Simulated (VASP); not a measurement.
A run of VASP 6.6.1 is set up as follows.

File INCAR:

```
PREC = Accurate
ENCUT = 520
EDIFF = 1E-7
ISMEAR = 0
SIGMA = 0.15
LREAL = F
LASPH = T
NELM = 60
ALGO = Normal
ISIF = 2
LWAVE = F
LCHARG = F
GGA = PE
IVDW = 12
NBANDS = 18
```

The input KPOINTS:

```
regular mesh
0
Gamma
  12 12 10
```

File POSCAR:

```
PtSe2
1.0
    3.7240006046      0.0000000000      0.0000000000
   -1.8620003023      3.2250791273      0.0000000000
    0.0000000000      0.0000000000      5.0620000000
Pt Se
1 2
Direct
    0.0000000000      0.0000000000      0.0023990820
    0.3333333333      0.6666666667      0.2470367444
    0.6666666667      0.3333333333      0.7470367444
```

Potentials or basis: VASP PAW PBE potentials, release 64 (Pt, Se).

Launch:

```sh
$ cat potpaw_PBE.64/Pt/POTCAR potpaw_PBE.64/Se/POTCAR > POTCAR
$ mpirun -np 1 vasp_std > vasp.out
```

Question: Estimate the dispersion energy per atom.

Answer: -0.477 eV.

Question: Estimate the band gap on the k mesh.

Answer: Zero (band 11 reaches 6.94 eV, above the bottom of band 12 at 6.52 eV).

Forces on the atoms (eV/Å):
```
Pt   0.000  0.000 -0.454
Se   0.000  0.000  0.834
Se   0.000  0.000 -0.380
```

Caveat: the cell differs from its parent crystal (mode 9 (228.2 1/cm) frozen in, largest displacement +0.015 Å); spin-orbit coupling is left out, which moves the levels of the heavy elements.
